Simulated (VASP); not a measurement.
Crystal: SrO.

```
Sr O
1.0
     3.55329    0.00000    0.00000
    -1.77664    3.07724    0.00000
     0.00000    0.00000    6.21730
Sr O
2 2
Direct
  0.33333 0.66667 0.25000
  0.66667 0.33333 0.75000
  0.00000 0.00000 0.00000
  0.00000 0.00000 0.50000
```

* Program: VASP 6.6.1
* Task: relaxation of cell and atoms
* Functional: PBE
* Potentials or basis: VASP PAW PBE potentials, release 64 (Sr_sv, O)
* Cutoff: 600 eV
* k mesh: 9 × 9 × 4
* Occupations: gaussian, width 0.02 eV
* Spin: no spin polarisation

At the start: pressure 1.9 GPa; volume 17.00 Å³/atom.

**Question.** Where does the relaxation end?

**Answer.** Over 6 steps the energy falls by 2.3 meV/atom and the volume is 17.39 Å³/atom (+2.3 %); space group P6_3/mmc (No. 194, to 0.05 Å).

The path:
```
step  energy change (eV)  largest force (eV/Å)  pressure (GPa)  volume (Å³)
   1              0.0000                0.0000            1.93        67.98
   2             -0.0084                0.0000           -0.55        70.02
   3             -0.0092                0.0000           -0.01        69.54
   4             -0.0092                0.0000           -0.02        69.57
   5             -0.0093                0.0000           -0.04        69.58
   6             -0.0093                0.0000           -0.03        69.58
```

Final structure:
```yaml
crystal:
  lattice:
    - [3.58456, 0.00000, 0.00000]
    - [-1.79228, 3.10432, 0.00000]
    - [0.00000, 0.00000, 6.25284]
  atoms:
    - { symbol: Sr, position: [0.33333, 0.66667, 0.25000] }
    - { symbol: Sr, position: [0.66667, 0.33333, 0.75000] }
    - { symbol: O, position: [0.00000, 0.00000, 0.00000] }
    - { symbol: O, position: [0.00000, 0.00000, 0.50000] }
```
